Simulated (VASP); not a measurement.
Hf2TaN4, 7 atoms in the cell. It takes space group C2/m (No. 12, monoclinic). The conventional cell has a = 9.692 Å, b = 3.034 Å, c = 5.473 Å, α = 90.00°, β = 105.78°, γ = 90.00°. Hf (site symmetry m) has 6 N at 2.02 to 2.27 Å within 2.7 Å. Within 2.6 Å of Ta (site symmetry 2/m) lie 6 N at 1.99 to 2.10 Å. N (site symmetry m) has 1 Ta at 1.99 Å and 3 Hf at 2.02 to 2.16 Å within 2.6 Å. N (site symmetry m) has 2 Ta at 2.10 Å and 3 Hf at 2.12 to 2.27 Å and 10 N at 2.89 to 3.03 Å within 3.1 Å. 

- Program: VASP 6.6.1
- Task: single point
- Functional: PBE
- Potentials or basis: VASP PAW PBE potentials, release 64 (Hf_pv, Ta_pv, N)
- Cutoff: 600 eV
- k mesh: 10 × 10 × 6
- Occupations: gaussian, width 0.1 eV
- Spin: no spin polarisation
- Dipole correction: no
- Further INCAR settings: ALGO = Normal; EDIFF = 1e-06; NBANDS = 34

Potentials or basis: VASP PAW PBE potentials, release 64 (Hf_pv, Ta_pv, N).

The run is started by

```bash
$ cat potpaw_PBE.64/Hf_pv/POTCAR potpaw_PBE.64/Ta_pv/POTCAR potpaw_PBE.64/N/POTCAR > POTCAR
$ mpirun -np 1 vasp_std > vasp.out
```

Hardware: 1 thread of Oxide Virtual Turin-like Processor (shared host).

How long does it take, and how much memory?

Run time: 19 min on 1 thread of Oxide Virtual Turin-like Processor, with other jobs on the host, peak memory 0.62 GiB. Counts: scf iterations 15, k points 172.
